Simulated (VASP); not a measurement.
The system is BN.

```
B N
1.0
     2.50084    0.00000    0.00000
    -1.25042    2.16579    0.00000
     0.00000    0.00000    6.89312
B N
2 2
Direct
  0.33333 0.66667 0.25000
  0.66667 0.33333 0.75000
  0.66667 0.33333 0.25000
  0.33333 0.66667 0.75000
```

Base run:

| Property | Result |
| --- | --- |
| Program | VASP 6.6.1 |
| Functional | PBE0 |
| Potentials or basis | VASP PAW PBE potentials, release 64 (B, N) |
| Cutoff | 520 eV |
| k mesh | 9 × 9 × 4 |
| Occupations | gaussian, width 0.01 eV |
| Spin | no spin polarisation |

Its results: band gap on the k mesh 6.53 eV (least direct gap 6.83 eV); pressure -0.9 GPa.

The run is repeated on the same cell with these changes: functional from PBE0 to r2SCAN; cutoff from 520 eV to 660 eV; k mesh from 9 × 9 × 4 to 12 × 12 × 4. What comes out?

Band gap on the k mesh 4.93 eV (least direct gap 5.37 eV); pressure 0.4 GPa.

Several settings changed at once.

Caveats: the PAW data sets were made with another functional, which shifts forces and pressure a little; an odd mesh through Γ misses points on the zone boundary, where band edges can lie (at least some runs); this functional lacks dispersion, which binds the layers, so the pressure and a relaxed spacing across them are unreliable (at least some runs).
